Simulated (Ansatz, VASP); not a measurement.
As in VASP and in Ansatz

```
CELL_PARAMETERS angstrom
3.38100 0.00000 0.00000
-1.69050 2.92803 0.00000
0.00000 0.00000 28.00000
ATOMIC_POSITIONS crystal
As 0.33333 0.66667 0.52129
As 0.66667 0.33333 0.47871
```

Alike in both runs: task single point; functional PBE; k mesh 9 × 9 × 1; occupations gaussian, width 0.02 eV; no spin polarisation.

|  | VASP | Ansatz |
| --- | --- | --- |
| version | VASP 6.6.1 | Ansatz 0.2.0 |
| potentials or method | VASP PAW PBE potentials, release 64 (As_d), cutoff 400 eV | scalar-relativistic, plane waves, PAW |
| valence electrons in the cell | 30 | 30 |

Ansatz gave:

| Property | Result |
| --- | --- |
| gap on the k mesh at the Fermi level (eV) | 1.72 |
| least direct gap on the mesh (eV) | 2.10 |
| rms of the force components (eV/Å) | 2.545 |

Problem. Estimate VASP's values.

Solution. gap on the k mesh at the Fermi level (eV): 1.70; least direct gap on the mesh (eV): 2.07; rms of the force components (eV/Å): 2.561.

Atom by atom the forces differ by 0.016 eV/Å (rms over components). With one functional, cell and mesh, what is left measures potentials, basis and numerics.
